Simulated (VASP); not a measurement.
# Zn2B (Fm-3m) in VASP: a series of runs

Runs on Zn2B. Level: PBE. Tasks: single point, relaxation of cell and atoms.

All numbers are computed with VASP 6.6.1; they aren't measurements. Logs are shortened: lines on timing, memory, paths and dates and some standing lists are left out, and cuts for length are marked.

### 1 The cell of the first run

The structure is cubic, space group Fm-3m (No. 225). The conventional cell has a = 5.291 Å, b = 5.291 Å, c = 5.291 Å, α = 90.00°, β = 90.00°, γ = 90.00°. Zn (site symmetry -43m) has 4 B at 2.29 Å and 6 Zn at 2.65 Å within 3.0 Å. Within 3.0 Å of B (site symmetry m-3m) lie 8 Zn at 2.29 Å.

The cell was built from a structure type or drawn by symmetry, and may not be a known phase.

### 2 Single point, PBE

Contents of INCAR:

```
SYSTEM = Zn2B
ALGO = Normal ; EDIFF = 1E-6
ENCUT = 520 ; GGA = PE
ISIF = 2 ; ISMEAR = 0
LASPH = .True. ; LCHARG = .True.
LELF = .True. ; LREAL = .False.
LVHAR = .True. ; LWAVE = .False.
NBANDS = 20 ; NELM = 100
PREC = Accurate ; SIGMA = 0.1
```

Contents of KPOINTS:

```
k-points
0
Gamma
  6 6 6
  0 0 0
```

Contents of POSCAR:

```
Zn2B
1.0
    0.0000000000      2.6453654692      2.6453654692
    2.6453654692      0.0000000000      2.6453654692
    2.6453654692      2.6453654692      0.0000000000
Zn B
2 1
Direct
    0.2500000000      0.2500000000      0.2500000000
    0.7500000000      0.7500000000      0.7500000000
    0.0000000000      0.0000000000      0.0000000000
```

Potentials or basis: VASP PAW PBE potentials, release 64 (Zn, B).

Command:

```
> cat potpaw_PBE.64/Zn/POTCAR potpaw_PBE.64/B/POTCAR > POTCAR
> mpirun -np 1 vasp_std > vasp.out
```

OUTCAR:

```text
SYSTEM = Zn2B
   EDIFF = 1E-6
   ENCUT = 520
   GGA = PE
   ISIF = 2
   ISMEAR = 0
   LASPH = .True.
   LREAL = .False.
   NELM = 100
   PREC = Accurate

 ion  position               nearest neighbor table
   1  0.250  0.250  0.250-   3 2.29   3 2.29   3 2.29   3 2.29   2 2.65   2 2.65   2 2.65   2 2.65
                             2 2.65   2 2.65
   2  0.750  0.750  0.750-   3 2.29   3 2.29   3 2.29   3 2.29   1 2.65   1 2.65   1 2.65   1 2.65
                             1 2.65   1 2.65
   3  0.000  0.000  0.000-   2 2.29   1 2.29   2 2.29   1 2.29   2 2.29   2 2.29   1 2.29   1 2.29

  LATTYP: Found a face centered cubic cell.
 ALAT       =     5.2907309384

  Lattice vectors:

 A1 = (   0.0000000000,   2.6453654692,   2.6453654692)
 A2 = (   2.6453654692,   0.0000000000,   2.6453654692)
 A3 = (   2.6453654692,   2.6453654692,   0.0000000000)

Analysis of symmetry for initial positions (statically):
=====================================================================
 Subroutine PRICEL returns:
 Original cell was already a primitive cell.

 Routine SETGRP: Setting up the symmetry group for a
 face centered cubic supercell.

 Subroutine GETGRP returns: Found 48 space group operations
 (whereof 48 operations were pure point group operations)
 out of a pool of 48 trial point group operations.

The static configuration has the point symmetry O_h .

Analysis of symmetry for dynamics (positions and initial velocities):
=====================================================================
 Subroutine PRICEL returns:
 Original cell was already a primitive cell.

 Routine SETGRP: Setting up the symmetry group for a
 face centered cubic supercell.

 Subroutine GETGRP returns: Found 48 space group operations
 (whereof 48 operations were pure point group operations)
 out of a pool of 48 trial point group operations.

The dynamic configuration has the point symmetry O_h .

 Subroutine INISYM returns: Found 48 space group operations
 (whereof 48 operations are pure point group operations),
 and found     1 'primitive' translations

----------------------------------------------------------------------------------------

                                     Primitive cell

  volume of cell :      37.0243

  direct lattice vectors                    reciprocal lattice vectors
     0.000000000  2.645365469  2.645365469    -0.189009801  0.189009801  0.189009801
     2.645365469  0.000000000  2.645365469     0.189009801 -0.189009801  0.189009801
     2.645365469  2.645365469  0.000000000     0.189009801  0.189009801 -0.189009801

  length of vectors
     3.741111724  3.741111724  3.741111724     0.327374578  0.327374578  0.327374578

  position of ions in fractional coordinates (direct lattice)
     0.250000000  0.250000000  0.250000000
     0.750000000  0.750000000  0.750000000
     0.000000000  0.000000000  0.000000000

  ion indices of the primitive-cell ions
   primitive index   ion index
                 1           1
                 2           2
                 3           3

----------------------------------------------------------------------------------------

 KPOINTS: k-points

Automatic generation of k-mesh.
 Grid dimensions read from file:
 generate k-points for:    6    6    6

 Generating k-lattice:

  Cartesian coordinates                     Fractional coordinates (reciprocal lattice)
    -0.031501633  0.031501633  0.031501633     0.166666667  0.000000000  0.000000000
     0.031501633 -0.031501633  0.031501633     0.000000000  0.166666667  0.000000000
     0.031501633  0.031501633 -0.031501633     0.000000000  0.000000000  0.166666667

  Length of vectors
     0.054562430  0.054562430  0.054562430

  Shift w.r.t. Gamma in fractional coordinates (k-lattice)
     0.000000000  0.000000000  0.000000000

 Subroutine IBZKPT returns following result:
 ===========================================

 Found     16 irreducible k-points:

 Following reciprocal coordinates:
            Coordinates               Weight
  0.000000  0.000000  0.000000      1.000000
  0.166667  0.000000  0.000000      8.000000
  0.333333  0.000000  0.000000      8.000000
  0.500000  0.000000  0.000000      4.000000
  0.166667  0.166667  0.000000      6.000000
  0.333333  0.166667  0.000000     24.000000
[... 8 lines left out ...]
 -0.333333  0.333333  0.166667     24.000000
 -0.333333  0.500000  0.166667     12.000000
   k-points           NKPTS =     16   k-points in BZ     NKDIM =     16   number of bands    NBANDS=     20
   number of dos      NEDOS =    301   number of ions     NIONS =      3
   total plane-waves  NPLWV =  21952
   dimension x,y,z NGX =    28 NGY =   28 NGZ =   28
   dimension x,y,z NGXF=    56 NGYF=   56 NGZF=   56
   ions per type =               2   1
   NGX,Y,Z   is equivalent  to a cutoff of  12.44, 12.44, 12.44 a.u.
   NGXF,Y,Z  is equivalent  to a cutoff of  24.89, 24.89, 24.89 a.u.
 SYSTEM =  Zn2B
   PREC   = accura    normal or accurate (medium, high low for compatibility)
   ISTART =      0    job   : 0-new  1-cont  2-samecut
   ICHARG =      2    charge: 1-file 2-atom 10-const
   ISPIN  =      1    spin polarized calculation?
   LNONCOLLINEAR =      F non collinear calculations
   LSORBIT =      F    spin-orbit coupling
   LASPH  =      T    aspherical Exc in radial PAW
   ENCUT  =  520.0 eV  38.22 Ry    6.18 a.u.   6.96  6.96  6.96*2*pi/ulx,y,z
   NELM   =    100;   NELMIN=  2; NELMDL= -5     # of ELM steps
   EDIFF  = 0.1E-05   stopping-criterion for ELM
   LREAL  =      F    real-space projection
   EDIFFG = 0.1E-04   stopping-criterion for IOM
   NSW    =      0    number of steps for IOM
   IBRION =     -1    ionic relax: 0-MD 1-quasi-New 2-CG
   NFREE  =      0    steps in history (QN), initial steepest desc. (CG)
   ISIF   =      2    stress and relaxation
   ISYM   =      2    0-nonsym 1-usesym 2-fastsym
   POTIM  = 0.5000    time-step for ionic-motion
   TEBEG  =    0.0;   TEEND  =   0.0 temperature during run
   PSTRESS=    0.0 pullay stress
   NELECT =      27.0000    total number of electrons
   NUPDOWN=      -1.0000    fix difference up-down
   EMIN   =  10.00;   EMAX   =-10.00  energy-range for DOS
   EFERMI =   0.00;   METHOD = LEGACY
   ISMEAR =     0;   SIGMA  =   0.10  broadening in eV -4-tet -1-fermi 0-gaus
   EFERMI_NEDOS =   21; number of points for ismear=-14 and -15
   IALGO  =     38    algorithm
   IMIX   =      4    mixing-type and parameters
     AMIX     =   0.40;   BMIX     =  1.00
     AMIX_MAG =   1.60;   BMIX_MAG =  1.00
  volume/ion in A,a.u.               =      12.34        83.28
  Fermi-wavevector in a.u.,A,eV,Ry     =   1.473557  2.784620 29.543304  2.171372
  Thomas-Fermi vector in A             =   2.588436
   LORBIT       =      0    0 simple, 1 ext, 2 COOP (PROOUT), +10 PAW based schemes
   GGA     = PE    functional components
   LHFCALC =     F    Hartree Fock is set to
   AEXX    =    0.0000 exact exchange contribution
   IVDW    =     0    specifies the selected vdW correction
   LEPSILON=     F    determine dielectric tensor
   LRPA    =     F    only Hartree local field effects (RPA)
 non-spin polarized calculation
 Gauss-broadening in eV      SIGMA  =   0.10
  energy-cutoff  :      520.00
  volume of cell :       37.02
 maximum number of plane-waves:      1018
   NGX = 13   NGY = 13   NGZ = 13

 number of electron      27.0000021 magnetization

 Free energy of the ion-electron system (eV)
  ---------------------------------------------------
  ext. energy  EPLUGINS =         0.00000000
  ---------------------------------------------------
  free energy    TOTEN  =        -7.89166082 eV

  energy without entropy =       -7.88505193  energy(sigma->0) =       -7.88835637

 E-fermi :   3.2237     XC(G=0): -11.6489

 val. band max:        3.2147898674   @ k =   0.3333   0.1667   0.0000
 cond. band min:       3.7646764814   @ k =  -0.3333   0.1667   0.0000
 fundamental gap:      0.5498866139
 Fermi energy:         3.2237215138

 k-point     1 :       0.0000    0.0000    0.0000
  band No.  band energies     occupation
      1      -8.1093      2.00000
      2      -4.5751      2.00000
      3      -4.5751      2.00000
      4      -4.5751      2.00000
      5      -4.4866      2.00000
      6      -4.4866      2.00000
[... 12 lines left out ...]
     19      12.2313      0.00000
     20      14.5832      0.00000

 k-point     2 :       0.1667    0.0000    0.0000
  band No.  band energies     occupation
      1      -7.7121      2.00000
      2      -4.5527      2.00000
      3      -4.5108      2.00000
      4      -4.5108      2.00000
      5      -4.3865      2.00000
      6      -4.3865      2.00000
[... 12 lines left out ...]
     19      13.1218      0.00000
     20      13.3070      0.00000

 k-point     3 :       0.3333    0.0000    0.0000
  band No.  band energies     occupation
      1      -6.6512      2.00000
      2      -4.4214      2.00000
      3      -4.3234      2.00000
      4      -4.3234      2.00000
      5      -4.1353      2.00000
      6      -4.1353      2.00000
[... 12 lines left out ...]
     19      12.7658      0.00000
     20      14.0511      0.00000

 k-point     4 :       0.5000    0.0000    0.0000
  band No.  band energies     occupation
      1      -5.8610      2.00000
      2      -4.1499      2.00000
      3      -4.1499      2.00000
      4      -4.1379      2.00000
      5      -3.8884      2.00000
      6      -3.8884      2.00000
[... 245 lines left out ...]
 k-point    15 :      -0.3333    0.3333    0.1667
  band No.  band energies     occupation
      1      -5.5032      2.00000
      2      -4.3296      2.00000
      3      -4.3239      2.00000
      4      -4.1613      2.00000
      5      -3.9116      2.00000
      6      -3.9021      2.00000
[... 12 lines left out ...]
     19      13.5319      0.00000
     20      15.1276      0.00000

 k-point    16 :      -0.3333    0.5000    0.1667
  band No.  band energies     occupation
      1      -5.3948      2.00000
      2      -4.5685      2.00000
      3      -4.2796      2.00000
      4      -4.1708      2.00000
      5      -4.1041      2.00000
      6      -3.7935      2.00000
[... 12 lines left out ...]
     19      14.8564      0.00000
     20      16.0143      0.00000

------------------------ aborting loop because EDIFF is reached ----------------------------------------

  FORCE on cell =-STRESS in cart. coord.  units (eV):
  Direction    XX          YY          ZZ          XY          YZ          ZX
  --------------------------------------------------------------------------------------
  -------------------------------------------------------------------------------------
  Total        0.1037966      0.1037966      0.1037966      0.0000000      0.0000000     -0.0000000
  in kB        4.4916566      4.4916566      4.4916566      0.0000000      0.0000000     -0.0000000
  external PRESSURE =       4.4916566 kB  Pullay stress =       0.0000000 kB

 VOLUME and BASIS-vectors are now :
 -----------------------------------------------------------------------------
  energy-cutoff  :      520.00
  volume of cell :       37.02
      direct lattice vectors                 reciprocal lattice vectors
     0.000000000  2.645365469  2.645365469    -0.189009801  0.189009801  0.189009801
     2.645365469  0.000000000  2.645365469     0.189009801 -0.189009801  0.189009801
     2.645365469  2.645365469  0.000000000     0.189009801  0.189009801 -0.189009801

 POSITION                                       TOTAL-FORCE (eV/Angst)
 -----------------------------------------------------------------------------------
      1.32268      1.32268      1.32268        -0.000000     -0.000000     -0.000000
      3.96805      3.96805      3.96805         0.000000      0.000000      0.000000
      0.00000      0.00000      0.00000         0.000000      0.000000      0.000000
 -----------------------------------------------------------------------------------
    total drift:                                0.000000      0.000000      0.000000

  FREE ENERGIE OF THE ION-ELECTRON SYSTEM (eV)
  ---------------------------------------------------
  free  energy   TOTEN  =        -7.8916608202 eV

  energy  without entropy=       -7.8850519291  energy(sigma->0) =       -7.88835637
```

Run time: 18 s. Hardware: 1 thread of Intel Xeon 8259CL, shared host; peak memory 0.15 GiB.

Results:

```yaml
Free_energy: -7.8917 eV
Pressure: 0.4 GPa
Band_gap_on_the_k_mesh: zero (an odd number of electrons rules out a gap without spin polarisation)
```

### 3 Single point, PBE

This run uses another cell than the first one, of 15.99 Å³/atom.

Contents of INCAR:

```
SYSTEM = Zn2B
PREC = Accurate
ENCUT = 520
EDIFF = 1E-7
ISMEAR = 0
SIGMA = 0.1
LREAL = .FALSE.
LASPH = .TRUE.
NELM = 100
ALGO = Normal
ISIF = 2
LWAVE = .FALSE.
LCHARG = .FALSE.
GGA = PE
NBANDS = 20
```

Contents of KPOINTS:

```
Automatic mesh
0
G
  6 6 6
  0 0 0
```

Contents of POSCAR:

```
Zn2B
1.0
    0.0000000000      2.8836600200      2.8836600200
    2.8836600200      0.0000000000      2.8836600200
    2.8836600200      2.8836600200      0.0000000000
Zn B
2 1
Direct
    0.2500000000      0.2500000000      0.2500000000
    0.7500000000      0.7500000000      0.7500000000
    0.0000000000      0.0000000000      0.0000000000
```

Potentials or basis: VASP PAW PBE potentials, release 64 (Zn, B).

Command:

```
> cat potpaw_PBE.64/Zn/POTCAR potpaw_PBE.64/B/POTCAR > POTCAR
> mpirun -np 1 vasp_std > vasp.out
```

Run time: 28 s. Hardware: 1 thread of Intel Xeon 8259CL, shared host; peak memory 0.16 GiB.

It converged, with:

```
Free energy            : -7.2101 eV
Pressure               : -15.9 GPa
Band gap on the k mesh : zero (an odd number of electrons rules out a gap without spin polarisation)
```

Levels at points of the mesh, in eV from the Fermi level:
```tsv
k point	band 11	band 12	band 13	band 14	band 15	band 16	band 17	band 18
(0.00, 0.00, 0.00)	-6.17	1.84	1.84	1.84	2.84	4.05	4.05	4.05
(0.50, 0.00, 0.00)	-5.85	-5.28	0.66	0.66	1.94	4.89	4.89	6.83
(0.50, 0.50, 0.00)	-5.35	-4.25	-1.45	-1.45	0.78	2.44	8.11	9.32
```

Caveat: the cell stands under tension.

### 4 Relaxation of cell and atoms, PBE

This run uses another cell than the first one, of 15.99 Å³/atom.

Contents of INCAR:

```
SYSTEM = Zn2B
PREC = Accurate
ENCUT = 600
EDIFF = 1E-6
ISMEAR = 0
SIGMA = 0.1
LREAL = .FALSE.
LASPH = .TRUE.
NELM = 100
ALGO = Normal
ISIF = 3
LWAVE = .FALSE.
LCHARG = .FALSE.
GGA = PE
IBRION = 2
NSW = 90
EDIFFG = -0.04
```

Contents of KPOINTS:

```
regular mesh
0
G
  6 6 6
  0 0 0
```

POSCAR is that of step 3.

Potentials or basis: VASP PAW PBE potentials, release 64 (Zn, B).

Command:

```
> cat potpaw_PBE.64/Zn/POTCAR potpaw_PBE.64/B/POTCAR > POTCAR
> mpirun -np 1 vasp_std > vasp.out
```

OUTCAR:

```text
SYSTEM = Zn2B
   PREC = Accurate
   ENCUT = 600
   EDIFF = 1E-6
   ISMEAR = 0
   LREAL = .FALSE.
   LASPH = .TRUE.
   NELM = 100
   ISIF = 3
   GGA = PE
   IBRION = 2
   NSW = 90
   EDIFFG = -0.04

 ion  position               nearest neighbor table
   1  0.250  0.250  0.250-   3 2.50   3 2.50   3 2.50   3 2.50   2 2.88   2 2.88   2 2.88   2 2.88
                             2 2.88   2 2.88
   2  0.750  0.750  0.750-   3 2.50   3 2.50   3 2.50   3 2.50   1 2.88   1 2.88   1 2.88   1 2.88
                             1 2.88   1 2.88
   3  0.000  0.000  0.000-   2 2.50   1 2.50   2 2.50   1 2.50   2 2.50   2 2.50   1 2.50   1 2.50

  LATTYP: Found a face centered cubic cell.
 ALAT       =     5.7673200400

  Lattice vectors:
[... 180 lines left out ...]
  --------------------------------------------------------------------------------------
  -------------------------------------------------------------------------------------
  Total       -4.8255678     -4.8255678     -4.8255678      0.0000000      0.0000000      0.0000000
  in kB     -161.2118035   -161.2118035   -161.2118035      0.0000000      0.0000000      0.0000000
  external PRESSURE =    -161.2118035 kB  Pullay stress =       0.0000000 kB
[... 61 lines left out ...]
--------------------------------------- Ionic step        3  -------------------------------------------

 number of electron      27.0000001 magnetization

 Free energy of the ion-electron system (eV)
  ---------------------------------------------------
  ext. energy  EPLUGINS =         0.00000000
  ---------------------------------------------------
  free energy    TOTEN  =        -7.89498611 eV

  energy without entropy =       -7.88832226  energy(sigma->0) =       -7.89165418

 E-fermi :   3.2029     XC(G=0): -11.6366

 val. band max:        3.1937427176   @ k =   0.3333   0.1667   0.0000
 cond. band min:       3.7459266308   @ k =  -0.3333   0.1667   0.0000
 fundamental gap:      0.5521839132
 Fermi energy:         3.2029314261

 k-point     1 :       0.0000    0.0000    0.0000
  band No.  band energies     occupation
      1      -8.1084      2.00000
      2      -4.5862      2.00000
      3      -4.5862      2.00000
      4      -4.5862      2.00000
      5      -4.4988      2.00000
      6      -4.4988      2.00000
[... 339 lines left out ...]
  FREE ENERGIE OF THE ION-ELECTRON SYSTEM (eV)
  ---------------------------------------------------
  free  energy   TOTEN  =        -7.8949861096 eV

  energy  without entropy=       -7.8883222577  energy(sigma->0) =       -7.89165418

 reached required accuracy - stopping structural energy minimisation
```

OSZICAR:

```text
N       E                     dE             d eps       ncg     rms          rms(c)
DAV:   1     0.121032539349E+03    0.12103E+03   -0.15092E+04   544   0.234E+03
DAV:   2    -0.232166480381E+01   -0.12335E+03   -0.12159E+03   552   0.340E+02
DAV:   3    -0.793595755024E+01   -0.56143E+01   -0.55834E+01   607   0.784E+01
[... 28 lines left out ...]
DAV:   5    -0.789506098510E+01   -0.66119E-05   -0.94567E-05   543   0.895E-02    0.399E-02
DAV:   6    -0.789503710328E+01    0.23882E-04   -0.42619E-05   734   0.124E-01    0.393E-02
DAV:   7    -0.789499438454E+01    0.42719E-04   -0.28356E-04   845   0.231E-01    0.543E-02
DAV:   8    -0.789498656465E+01    0.78199E-05   -0.45257E-05   725   0.124E-01    0.261E-02
DAV:   9    -0.789498610959E+01    0.45506E-06   -0.58146E-06   669   0.447E-02
   3 F= -.78949861E+01 E0= -.78916542E+01  d E =-.685126E+00
```

CONTCAR:

```text
Zn2B
   1.00000000000000
    -0.0000000000000000    2.6475013606763316    2.6475013606763316
     2.6475013606763316    0.0000000000000000    2.6475013606763316
     2.6475013606763316    2.6475013606763316    0.0000000000000000
  Zn              B
     2     1
Direct
     0.2500000000000000    0.2500000000000000    0.2500000000000000
     0.7500000000000000    0.7500000000000000    0.7500000000000000
     0.0000000000000000    0.0000000000000000    0.0000000000000000

  0.00000000E+00  0.00000000E+00  0.00000000E+00
  0.00000000E+00  0.00000000E+00  0.00000000E+00
  0.00000000E+00  0.00000000E+00  0.00000000E+00
```

Run time: 88 s. Hardware: 1 thread of Intel Xeon 8259CL, shared host; peak memory 0.22 GiB.

What came out:

* Free energy: -7.8950 eV
* Relaxed volume: 12.37 Å³/atom
* Relaxed cell: a = 3.744 Å, b = 3.744 Å, c = 3.744 Å, α = 60.00°, β = 60.00°, γ = 60.00°
* Space group after relaxing (to 0.1 Å): Fm-3m (No. 225)
* Energy gained by relaxing: 228.4 meV/atom
* Ionic steps: 3
* Pressure after relaxing: 0.5 GPa
* Band gap on the k mesh: zero (an odd number of electrons rules out a gap without spin polarisation)

The path:
```csv
step,energy change (eV),largest force (eV/Å),pressure (GPa),volume (Å³)
1,0.0000,0.0000,-16.12,47.96
2,-0.6827,0.0000,-1.55,37.64
3,-0.6851,0.0000,0.48,37.11
```

Final structure:
```
Zn B
1.0
     0.00000    2.64750    2.64750
     2.64750    0.00000    2.64750
     2.64750    2.64750    0.00000
Zn B
2 1
Direct
  0.25000 0.25000 0.25000
  0.75000 0.75000 0.75000
  0.00000 0.00000 0.00000
```

Caveat: the volume moved by over 15 % at a fixed basis, so the end points are rough.

(Part 1 of 2 ends here.)
